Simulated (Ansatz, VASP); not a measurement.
## Two plane-wave programs on Al2O3

File INCAR:

```
AGGAC = 1.0
AGGAX = 1.0
ALDAC = 0.0
ALDAX = 1.0
ALGO = Normal
EDIFF = 1E-6
ENCUT = 520
GGA = B5
ISIF = 2
ISMEAR = -1
IVDW = 12
LASPH = True
LCHARG = False
LREAL = False
LWAVE = False
NBANDS = 35
NELM = 100
PREC = Accurate
SIGMA = 0.05
VDW_A1 = 0.4298
VDW_A2 = 4.2359
VDW_S6 = 1.0
VDW_S8 = 2.6996
```

KPOINTS

```
k-points
0
Gamma
  7 7 7
```

The input POSCAR:

```
Al2O3
1.0
    2.3316598353      1.3461844335      4.2434364115
   -2.3316598353      1.3461844335      4.2434364115
    0.0000000000     -2.6923688671      4.2434364115
Al O
4 6
Direct
    0.8521600000      0.8521600000      0.8521600000
    0.6478400000      0.6478400000      0.6478400000
    0.1478400000      0.1478400000      0.1478400000
    0.3521600000      0.3521600000      0.3521600000
    0.0566800000      0.7500000000      0.4433200000
    0.7500000000      0.4433200000      0.0566800000
    0.4433200000      0.0566800000      0.7500000000
    0.9433200000      0.2500000000      0.5566800000
    0.2500000000      0.5566800000      0.9433200000
    0.5566800000      0.9433200000      0.2500000000
```

Contents of input.yaml:

```yaml
crystal:
  lattice:
    - [2.3316598353, 1.3461844335, 4.2434364115]
    - [-2.3316598353, 1.3461844335, 4.2434364115]
    - [0.0, -2.6923688671, 4.2434364115]
  atoms:
    - { symbol: Al, position: [0.85216, 0.85216, 0.85216] }
    - { symbol: Al, position: [0.64784, 0.64784, 0.64784] }
    - { symbol: Al, position: [0.14784, 0.14784, 0.14784] }
    - { symbol: Al, position: [0.35216, 0.35216, 0.35216] }
    - { symbol: O, position: [0.05668, 0.75, 0.44332] }
    - { symbol: O, position: [0.75, 0.44332, 0.05668] }
    - { symbol: O, position: [0.44332, 0.05668, 0.75] }
    - { symbol: O, position: [0.94332, 0.25, 0.55668] }
    - { symbol: O, position: [0.25, 0.55668, 0.94332] }
    - { symbol: O, position: [0.55668, 0.94332, 0.25] }
hamiltonian:
  xc: blyp
  pseudopotentials: { kind: paw }
  dispersion: d3bj
kpoints:
  mp_grid: { grid: [7, 7, 7] }
scf:
  occupations: { method: fermi_dirac, width: 0.05 }
output:
  forces: true
  stress: true
  eigenvalues: true
  write_density: true
  write_potential: true
  elf: true
  volumetric_format: npy
```

Alike in both runs: task single point; functional BLYP; dispersion D3(BJ); k mesh 7 × 7 × 7; occupations fermi-dirac, width 0.05 eV; no spin polarisation.

|  | VASP | Ansatz |
| --- | --- | --- |
| version | VASP 6.6.1 | Ansatz 0.2.0 |
| potentials or method | VASP PAW PBE potentials, release 64 (Al, O) | Ansatz PAW |
| plane-wave cutoff (eV) | 520 | 420 |
| valence electrons in the cell | 48 | 48 |

```tsv
	VASP	Ansatz	Ansatz less VASP
gap on the k mesh at the Fermi level (eV)	7.29	7.29	-0.005
least direct gap on the mesh (eV)	7.29	7.29	-0.005
pressure (GPa)	19.7	18.9	-0.83
traceless stress, the component that is largest in VASP (GPa)	-1.10	-0.93	+0.171
rms of the force components (eV/Å)	0.043	0.048	+0.0052
```

VASP's potentials were made for PBE, not for BLYP. Atom by atom the forces differ by 0.009 eV/Å (rms over components).

Noted on Ansatz's run: Pulay correction over one GPa; odd divisions of the mesh miss points on the zone boundary, where band edges often lie, so the gap on the mesh can be too wide.
